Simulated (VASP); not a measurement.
# NbAs in VASP: a series of runs

Runs on NbAs. Level: PBE. Tasks: single point.

Everything below comes from runs of VASP 6.6.1. Logs are shortened: lines on timing, memory, paths and dates and some standing lists are left out, and cuts for length are marked.

## (1) The cell of the first run

The structure is hexagonal, space group P6/mmm (No. 191). Conventional cell: a = 4.630 Å, b = 4.630 Å, c = 5.208 Å, α = 90.00°, β = 90.00°, γ = 120.00°. Within 3.4 Å of Nb (site symmetry -6m2) lie 2 As at 2.60 Å and 3 Nb at 2.67 Å. Within 3.4 Å of As (site symmetry -6m2) lie 2 Nb at 2.60 Å and 3 As at 2.67 Å.

## (2) Single point, PBE

INCAR reads:

```
SYSTEM = NbAs
PREC     = Accurate       ! precision mode
ENCUT    = 500            ! plane-wave cutoff, eV
EDIFF    = 1E-6           ! SCF threshold, eV
ISMEAR   = 0              ! smearing method
SIGMA    = 0.2            ! smearing width, eV
LREAL    = .FALSE.        ! projectors in reciprocal space
LASPH    = .TRUE.         ! aspherical terms in the spheres
NELM     = 120            ! most SCF steps
ALGO     = Normal         ! electronic algorithm
ISIF     = 2              ! what is computed and relaxed
LWAVE    = .FALSE.        ! write WAVECAR
LCHARG   = .FALSE.        ! write CHGCAR
GGA      = PE             ! functional
NBANDS   = 26             ! bands
GGA_COMPAT= .FALSE.
```

KPOINTS reads:

```
Automatic mesh
0
G
  6 6 4
  0 0 0
```

POSCAR reads:

```
NbAs
1.0
    4.6302402197     -0.0000000035      0.0000000000
   -2.3151201068      4.0099056576      0.0000000000
    0.0000000000      0.0000000000      5.2084482197
Nb As
2 2
Direct
    0.3333333333      0.6666666667      0.4579752424
    0.6666666667      0.3333333333      0.4579752424
    0.3333333333      0.6666666667      0.9579915776
    0.6666666667      0.3333333333      0.9579915776
```

Potentials or basis: VASP PAW PBE potentials, release 64 (Nb_sv, As).

Run with:

```sh
$ cat potpaw_PBE.64/Nb_sv/POTCAR potpaw_PBE.64/As/POTCAR > POTCAR
$ mpirun -np 1 vasp_std > vasp.out
```

OUTCAR:

```text
SYSTEM = NbAs
   PREC = Accurate
   ENCUT = 500
   EDIFF = 1E-6
   ISMEAR = 0
   LREAL = .FALSE.
   LASPH = .TRUE.
   NELM = 120
   ISIF = 2
   GGA = PE

 ion  position               nearest neighbor table
   1  0.333  0.667  0.458-   3 2.60   3 2.60   2 2.67   2 2.67   2 2.67
   2  0.667  0.333  0.458-   4 2.60   4 2.60   1 2.67   1 2.67   1 2.67
   3  0.333  0.667  0.958-   1 2.60   1 2.60   4 2.67   4 2.67   4 2.67
   4  0.667  0.333  0.958-   2 2.60   2 2.60   3 2.67   3 2.67   3 2.67

  LATTYP: Found a hexagonal cell.
 ALAT       =     4.6302402197
 C/A-ratio  =     1.1248764584

  Lattice vectors:

 A1 = (   4.6302402197,  -0.0000000035,   0.0000000000)
 A2 = (  -2.3151201068,   4.0099056576,   0.0000000000)
 A3 = (   0.0000000000,   0.0000000000,   5.2084482197)

Analysis of symmetry for initial positions (statically):
=====================================================================
 Subroutine PRICEL returns:
 Original cell was already a primitive cell.

 Routine SETGRP: Setting up the symmetry group for a
 hexagonal supercell.

 Subroutine GETGRP returns: Found 12 space group operations
 (whereof 12 operations were pure point group operations)
 out of a pool of 24 trial point group operations.

The static configuration has the point symmetry C_6v.

Analysis of symmetry for dynamics (positions and initial velocities):
=====================================================================
 Subroutine PRICEL returns:
 Original cell was already a primitive cell.

 Routine SETGRP: Setting up the symmetry group for a
 hexagonal supercell.

 Subroutine GETGRP returns: Found 12 space group operations
 (whereof 12 operations were pure point group operations)
 out of a pool of 24 trial point group operations.

The dynamic configuration has the point symmetry C_6v.

 Subroutine INISYM returns: Found 12 space group operations
 (whereof 12 operations are pure point group operations),
 and found     1 'primitive' translations

----------------------------------------------------------------------------------------

                                     Primitive cell

  volume of cell :      96.7044

  direct lattice vectors                    reciprocal lattice vectors
     4.630240220 -0.000000003  0.000000000     0.215971516  0.124691213  0.000000000
    -2.315120107  4.009905658  0.000000000     0.000000000  0.249382426  0.000000000
     0.000000000  0.000000000  5.208448220     0.000000000  0.000000000  0.191995765

  length of vectors
     4.630240220  4.630240220  5.208448220     0.249382426  0.249382426  0.191995765

  position of ions in fractional coordinates (direct lattice)
     0.333333333  0.666666667  0.457975242
     0.666666667  0.333333333  0.457975242
     0.333333333  0.666666667  0.957991578
     0.666666667  0.333333333  0.957991578

  ion indices of the primitive-cell ions
   primitive index   ion index
                 1           1
                 2           2
                 3           3
                 4           4

----------------------------------------------------------------------------------------

 KPOINTS: Automatic mesh

Automatic generation of k-mesh.
 Grid dimensions read from file:
 generate k-points for:    6    6    4

 Generating k-lattice:

  Cartesian coordinates                     Fractional coordinates (reciprocal lattice)
     0.035995253  0.020781869  0.000000000     0.166666667  0.000000000  0.000000000
     0.000000000  0.041563738  0.000000000     0.000000000  0.166666667  0.000000000
     0.000000000  0.000000000  0.047998941     0.000000000  0.000000000  0.250000000

  Length of vectors
     0.041563738  0.041563738  0.047998941

  Shift w.r.t. Gamma in fractional coordinates (k-lattice)
     0.000000000  0.000000000  0.000000000

 Subroutine IBZKPT returns following result:
 ===========================================

 Found     21 irreducible k-points:

 Following reciprocal coordinates:
            Coordinates               Weight
  0.000000  0.000000  0.000000      1.000000
  0.166667  0.000000  0.000000      6.000000
  0.333333  0.000000  0.000000      6.000000
  0.500000  0.000000  0.000000      3.000000
  0.166667  0.166667  0.000000      6.000000
  0.333333  0.166667  0.000000     12.000000
[... 13 lines left out ...]
  0.333333  0.166667  0.500000     12.000000
  0.333333  0.333333  0.500000      2.000000
   k-points           NKPTS =     21   k-points in BZ     NKDIM =     21   number of bands    NBANDS=     26
   number of dos      NEDOS =    301   number of ions     NIONS =      4
   total plane-waves  NPLWV =  51840
   dimension x,y,z NGX =    36 NGY =   36 NGZ =   40
   dimension x,y,z NGXF=    72 NGYF=   72 NGZF=   80
   ions per type =               2   2
   NGX,Y,Z   is equivalent  to a cutoff of  12.93, 12.93, 12.77 a.u.
   NGXF,Y,Z  is equivalent  to a cutoff of  25.85, 25.85, 25.53 a.u.
 SYSTEM =  NbAs
   PREC   = accura    normal or accurate (medium, high low for compatibility)
   ISTART =      0    job   : 0-new  1-cont  2-samecut
   ICHARG =      2    charge: 1-file 2-atom 10-const
   ISPIN  =      1    spin polarized calculation?
   LNONCOLLINEAR =      F non collinear calculations
   LSORBIT =      F    spin-orbit coupling
   LASPH  =      T    aspherical Exc in radial PAW
   ENCUT  =  500.0 eV  36.75 Ry    6.06 a.u.   8.44  8.44  9.50*2*pi/ulx,y,z
   NELM   =    120;   NELMIN=  2; NELMDL= -5     # of ELM steps
   EDIFF  = 0.1E-05   stopping-criterion for ELM
   LREAL  =      F    real-space projection
   EDIFFG = 0.1E-04   stopping-criterion for IOM
   NSW    =      0    number of steps for IOM
   IBRION =     -1    ionic relax: 0-MD 1-quasi-New 2-CG
   NFREE  =      0    steps in history (QN), initial steepest desc. (CG)
   ISIF   =      2    stress and relaxation
   ISYM   =      2    0-nonsym 1-usesym 2-fastsym
   POTIM  = 0.5000    time-step for ionic-motion
   TEBEG  =    0.0;   TEEND  =   0.0 temperature during run
   PSTRESS=    0.0 pullay stress
   NELECT =      36.0000    total number of electrons
   NUPDOWN=      -1.0000    fix difference up-down
   EMIN   =  10.00;   EMAX   =-10.00  energy-range for DOS
   EFERMI =   0.00;   METHOD = LEGACY
   ISMEAR =     0;   SIGMA  =   0.20  broadening in eV -4-tet -1-fermi 0-gaus
   EFERMI_NEDOS =   21; number of points for ismear=-14 and -15
   IALGO  =     38    algorithm
   IMIX   =      4    mixing-type and parameters
     AMIX     =   0.40;   BMIX     =  1.00
     AMIX_MAG =   1.60;   BMIX_MAG =  1.00
  volume/ion in A,a.u.               =      24.18       163.15
  Fermi-wavevector in a.u.,A,eV,Ry     =   1.177679  2.225491 18.870304  1.386928
  Thomas-Fermi vector in A             =   2.314021
   LORBIT       =      0    0 simple, 1 ext, 2 COOP (PROOUT), +10 PAW based schemes
   GGA     = PE    functional components
   LHFCALC =     F    Hartree Fock is set to
   AEXX    =    0.0000 exact exchange contribution
   IVDW    =     0    specifies the selected vdW correction
   LEPSILON=     F    determine dielectric tensor
   LRPA    =     F    only Hartree local field effects (RPA)
 non-spin polarized calculation
 Gauss-broadening in eV      SIGMA  =   0.20
  energy-cutoff  :      500.00
  volume of cell :       96.70
 maximum number of plane-waves:      2478
 NGX is ok and might be reduce to    36

 number of electron      36.0000002 magnetization

 Free energy of the ion-electron system (eV)
  ---------------------------------------------------
  ext. energy  EPLUGINS =         0.00000000
  ---------------------------------------------------
  free energy    TOTEN  =       -26.72805657 eV

  energy without entropy =      -26.67818774  energy(sigma->0) =      -26.70312216

 E-fermi :   5.8960     XC(G=0):  -9.9554

 val. band max:        5.8854519978   @ k =   0.5000   0.0000   0.2500
 cond. band min:       5.9020578990   @ k =   0.3333   0.1667   0.5000
 fundamental gap:      0.0166059012
 Fermi energy:         5.8960115538

 k-point     1 :       0.0000    0.0000    0.0000
  band No.  band energies     occupation
      1     -48.6978      2.00000
      2     -48.3765      2.00000
      3     -25.0965      2.00000
      4     -25.0965      2.00000
      5     -25.0241      2.00000
      6     -24.7277      2.00000
[... 18 lines left out ...]
     25       7.8645      0.00000
     26       7.8645      0.00000

 k-point     2 :       0.1667    0.0000    0.0000
  band No.  band energies     occupation
      1     -48.6793      2.00000
      2     -48.3959      2.00000
      3     -25.1199      2.00000
      4     -25.0473      2.00000
      5     -25.0068      2.00000
      6     -24.7454      2.00000
[... 18 lines left out ...]
     25       8.1099      0.00000
     26       8.3515      0.00000

 k-point     3 :       0.3333    0.0000    0.0000
  band No.  band energies     occupation
      1     -48.6313      2.00000
      2     -48.4458      2.00000
      3     -25.1633      2.00000
      4     -24.9622      2.00000
      5     -24.9282      2.00000
      6     -24.7911      2.00000
[... 18 lines left out ...]
     25       8.5634      0.00000
     26       9.3629      0.00000

 k-point     4 :       0.5000    0.0000    0.0000
  band No.  band energies     occupation
      1     -48.5925      2.00000
      2     -48.4855      2.00000
      3     -25.1838      2.00000
      4     -24.9262      2.00000
      5     -24.8492      2.00000
      6     -24.8275      2.00000
[... 18 lines left out ...]
     25       9.0773      0.00000
     26       9.2665      0.00000
[... 409 lines left out ...]
      1     -48.6455      2.00000
      2     -48.4314      2.00000
      3     -25.1609      2.00000
      4     -24.9788      2.00000
      5     -24.9476      2.00000
      6     -24.7785      2.00000
[... 18 lines left out ...]
     25      10.6384      0.00000
     26      10.7944      0.00000

 k-point    20 :       0.3333    0.1667    0.5000
  band No.  band energies     occupation
      1     -48.5927      2.00000
      2     -48.4856      2.00000
      3     -25.2027      2.00000
      4     -24.9290      2.00000
      5     -24.8289      2.00000
      6     -24.7980      2.00000
[... 18 lines left out ...]
     25       9.5856      0.00000
     26      11.2720      0.00000

 k-point    21 :       0.3333    0.3333    0.5000
  band No.  band energies     occupation
      1     -48.5394      2.00000
      2     -48.5394      2.00000
      3     -25.2291      2.00000
      4     -24.8791      2.00000
      5     -24.8791      2.00000
      6     -24.5829      2.00000
[... 18 lines left out ...]
     25       8.5721      0.00000
     26      10.5307      0.00000

------------------------ aborting loop because EDIFF is reached ----------------------------------------

  FORCE on cell =-STRESS in cart. coord.  units (eV):
  Direction    XX          YY          ZZ          XY          YZ          ZX
  --------------------------------------------------------------------------------------
  -------------------------------------------------------------------------------------
  Total        0.4329818      0.4329818      0.0679110      0.0000000     -0.0000000     -0.0000000
  in kB        7.1735504      7.1735504      1.1251347      0.0000000     -0.0000000     -0.0000000
  external PRESSURE =       5.1574119 kB  Pullay stress =       0.0000000 kB

 VOLUME and BASIS-vectors are now :
 -----------------------------------------------------------------------------
  energy-cutoff  :      500.00
  volume of cell :       96.70
      direct lattice vectors                 reciprocal lattice vectors
     4.630240220 -0.000000003  0.000000000     0.215971516  0.124691213  0.000000000
    -2.315120107  4.009905658  0.000000000     0.000000000  0.249382426  0.000000000
     0.000000000  0.000000000  5.208448220     0.000000000  0.000000000  0.191995765

 POSITION                                       TOTAL-FORCE (eV/Angst)
 -----------------------------------------------------------------------------------
      0.00000      2.67327      2.38534         0.000000      0.000000      0.001122
      2.31512      1.33664      2.38534        -0.000000     -0.000000      0.001122
      0.00000      2.67327      4.98965        -0.000000     -0.000000     -0.001122
      2.31512      1.33664      4.98965        -0.000000      0.000000     -0.001122
 -----------------------------------------------------------------------------------
    total drift:                               -0.000000     -0.000000      0.000058

  FREE ENERGIE OF THE ION-ELECTRON SYSTEM (eV)
  ---------------------------------------------------
  free  energy   TOTEN  =       -26.7280565718 eV

  energy  without entropy=      -26.6781877440  energy(sigma->0) =      -26.70312216
```

It took 46 s on 1 thread of Intel Xeon 6975P-C, shared host; peak memory 0.24 GiB.

What came out:

```yaml
Free_energy: -26.7281 eV
Pressure: 0.5 GPa
Band_gap_on_the_k_mesh: zero (band 18 reaches 6.46 eV, above the bottom of band 19 at 5.64 eV)
```

Stress tensor (GPa, compression positive):
```
0.72 0.00 0.00
0.00 0.72 0.00
0.00 0.00 0.11
```

Levels at points of the mesh, in eV from the Fermi level:
| k point | band 14 | band 15 | band 16 | band 17 | band 18 | band 19 | band 20 | band 21 | band 22 | band 23 |
| --- | --- | --- | --- | --- | --- | --- | --- | --- | --- | --- |
| (0.00, 0.00, 0.00) | -2.64 | -0.97 | -0.97 | -0.35 | -0.35 | 0.82 | 0.93 | 0.93 | 1.49 | 1.86 |
| (0.50, 0.00, 0.00) | -2.30 | -1.47 | -1.45 | -0.86 | -0.81 | 0.67 | 1.82 | 1.83 | 2.11 | 2.88 |
| (0.00, 0.00, 0.50) | -2.37 | -2.30 | -0.15 | -0.15 | 0.37 | 0.37 | 0.64 | 0.64 | 0.96 | 0.96 |
| (0.50, 0.00, 0.50) | -3.03 | -1.64 | -0.80 | -0.77 | 0.56 | 0.57 | 0.72 | 1.18 | 1.98 | 3.57 |

## (3) Single point, PBE

This run uses another cell than the first one: it holds 2 atoms, not 4.

INCAR reads:

```
PREC = Accurate
ENCUT = 500
EDIFF = 1E-6
ISMEAR = 0
SIGMA = 0.2
LREAL = False
LASPH = True
NELM = 120
ALGO = Normal
ISIF = 2
LWAVE = False
LCHARG = True
GGA = PE
LELF = True
LVHAR = True
NBANDS = 16
GGA_COMPAT = False
```

KPOINTS reads:

```
regular mesh
0
Gamma
  6 6 5
```

POSCAR reads:

```
NbAs
1.0
    2.9159545561      0.0000000000      0.0000000000
   -1.4579772780      2.5252907219      0.0000000000
    0.0000000000      0.0000000000      5.2421660152
Nb As
1 1
Direct
    0.0000000000      0.0000000000      0.0000000000
    0.0000000000      0.0000000000      0.5000000000
```

Potentials or basis: VASP PAW PBE potentials, release 64 (Nb_sv, As).

Run with:

```sh
$ cat potpaw_PBE.64/Nb_sv/POTCAR potpaw_PBE.64/As/POTCAR > POTCAR
$ mpirun -np 1 vasp_std > vasp.out
```

Run time: 26 s. Hardware: 1 thread of Intel Xeon 8259CL, shared host; peak memory 0.16 GiB.

It converged, with:

```
Free energy            : -13.9741 eV
Pressure               : 0.0 GPa
Band gap on the k mesh : zero (band 9 reaches 9.65 eV, above the bottom of band 10 at 7.68 eV)
```

Levels at points of the mesh, in eV from the Fermi level:
| k point | band 7 | band 8 | band 9 | band 10 | band 11 | band 12 |
| --- | --- | --- | --- | --- | --- | --- |
| (0.00, 0.00, 0.00) | -4.02 | 0.42 | 0.42 | 1.16 | 2.91 | 2.91 |
| (0.50, 0.00, 0.00) | -3.02 | -2.35 | -0.58 | 1.89 | 2.59 | 2.63 |

Caveat: the k points lie up to 0.41 Å⁻¹ apart.

(Part 1 of 2 ends here.)
